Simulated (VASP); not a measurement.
Write the native input for VASP 6.6.1 that does the following.

```
Task                   : single point
Functional             : PBE
Potentials or basis    : VASP PAW PBE potentials, release 64 (Ti_sv, S)
Cutoff                 : 500 eV
k mesh                 : 12 × 12 × 6
Occupations            : tetrahedron
Spin                   : non-collinear spin, zero start, spin-orbit coupling
Starting moments       : [[0.0, 0.0, 0.0], [0.0, 0.0, 0.0], [0.0, 0.0, 0.0]] μB
Dipole correction      : no
Further INCAR settings : ALGO = Normal; EDIFF = 1e-06; NBANDS = 37
```

The structure of TiS2 lies in POSCAR:

```
TiS2
1.0
    3.4129687387      0.0000000000      0.0000000000
   -1.7064843693      2.9557176301      0.0000000000
    0.0000000000      0.0000000000      6.4679174893
Ti S
1 2
Direct
    0.0000000000      0.0000000000      0.0000000000
    0.3333333333      0.6666666667      0.2196364634
    0.6666666667      0.3333333333      0.7803635366
```

One way to write it, as run:

INCAR

```
PREC = Accurate
ENCUT = 500
EDIFF = 1E-6
ISMEAR = -4
SIGMA = 0.1
LREAL = F
LASPH = T
NELM = 200
ALGO = Normal
ISIF = 2
LWAVE = F
LCHARG = F
LNONCOLLINEAR = T
MAGMOM = 0 0 0 0 0 0 0 0 0
LORBIT = 11
LSORBIT = T
GGA_COMPAT = F
LORBMOM = T
LMAXMIX = 4
GGA = PE
NBANDS = 37
```

KPOINTS

```
regular mesh
0
Gamma
  12 12 6
```

Potentials or basis: VASP PAW PBE potentials, release 64 (Ti_sv, S).

The run is started by

```sh
$ cat potpaw_PBE.64/Ti_sv/POTCAR potpaw_PBE.64/S/POTCAR > POTCAR
$ mpirun -np 1 vasp_ncl > vasp.out
```

Results of the run:

```yaml
Pressure: 0.0 GPa
Largest_force: 0.018 eV/Å
Net_moment: 0.00 μB per cell
Valence_electrons_inside_the_program's_atomic_spheres: Ti 10.16; S 3.73
```

Caveat: this functional lacks dispersion, which binds layers or chains, so the pressure and a relaxed spacing across them are unreliable.

Wall time 15 min on 1 thread of Oxide Virtual Turin-like Processor, on a shared host, peak memory 0.51 GiB.
